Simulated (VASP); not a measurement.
Runs of VASP 6.6.1 on Pb. The structure is that of space group P6/mmm (No. 191), or close to it. The cells are those of the table. 

```csv
task,cell,k mesh,cutoff (eV),gap on the mesh (eV),pressure (GPa)
single point,"a = 5.718, b = 5.718, c = 3.400 Å, angles 90.0, 90.0, 120.0°, 3 atoms",6 × 6 × 8,520,none,-0.2
single point,"a = 5.682, b = 5.682, c = 3.440 Å, angles 90.0, 90.0, 120.0°, 3 atoms",9 × 9 × 12,520,none,0.0
single point,"a = 4.300, b = 4.300, c = 2.659 Å, angles 90.0, 90.0, 120.0°, 3 atoms",6 × 6 × 6,520,none,(a)
relaxation of cell and atoms,"relaxed from a = 4.300, b = 4.300, c = 2.659 Å, angles 90.0, 90.0, 120.0°, 3 atoms",6 × 6 × 8,600,none,0.0
```

Alike in all rows: level PBE; potentials or basis VASP PAW PBE potentials, release 64 (Pb_d); no spin polarisation; smearing gaussian 0.1 eV.

Fill in the values left out.

(a) 239.7.

Caveats: some runs use coarse meshes; spin-orbit coupling is left out, which moves the levels of the heavy elements.

A k mesh can miss the band edges, and the runs leave out spin-orbit coupling on Pb.

A gap of «none» marks levels without a gap at the run's occupations.
